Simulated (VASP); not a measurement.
Te: single point with revPBE

Te:

```xyz
3
Lattice="4.6173 0.0000 0.0000 -2.3086 3.9987 0.0000 0.0000 0.0000 5.7351" Properties=species:S:1:pos:R:3 pbc="T T T"
Te    1.1625    0.0000    1.9117
Te   -0.5812    1.0067    3.8234
Te    1.7274    2.9919    0.0000
```

```json
{"Program": "VASP 6.6.1", "Task": "single point", "Functional": "revPBE", "Potentials or basis": "VASP PAW PBE potentials, release 64 (Te)", "Cutoff": "520 eV", "k mesh": "7 × 7 × 5", "Occupations": "fermi-dirac, width 0.05 eV", "Spin": "no spin polarisation"}
```

- Pressure: 3.8 GPa
- Largest force: 0.619 eV/Å
- Band gap on the k mesh: 0.77 eV (least direct gap 1.10 eV)

Forces on the atoms (eV/Å):
```
Te   0.619  0.000  0.000
Te  -0.310  0.536  0.000
Te  -0.310 -0.536  0.000
```

Stress tensor (GPa, compression positive):
```
3.12 0.00 0.00
0.00 3.12 0.00
0.00 0.00 5.05
```

Levels at points of the mesh, in eV from the valence-band top:
```
           k point  band 5  band 6  band 7  band 8  band 9  band 10  band 11  band 12  band 13  band 14
(0.00, 0.00, 0.00)   -2.92   -2.92   -1.67   -1.67   -0.57     1.30     1.30     1.67     5.16     5.16
```

Wall time 29 s on 1 thread of Intel(R) Xeon(R) Platinum 8488C (Sapphire Rapids), on a shared host, peak memory 0.24 GiB.

Caveat: the cell stands under pressure; the PAW data sets were made with another functional, which shifts forces and pressure a little; spin-orbit coupling is left out, which moves the levels of the heavy elements. A k mesh can miss the band edges.
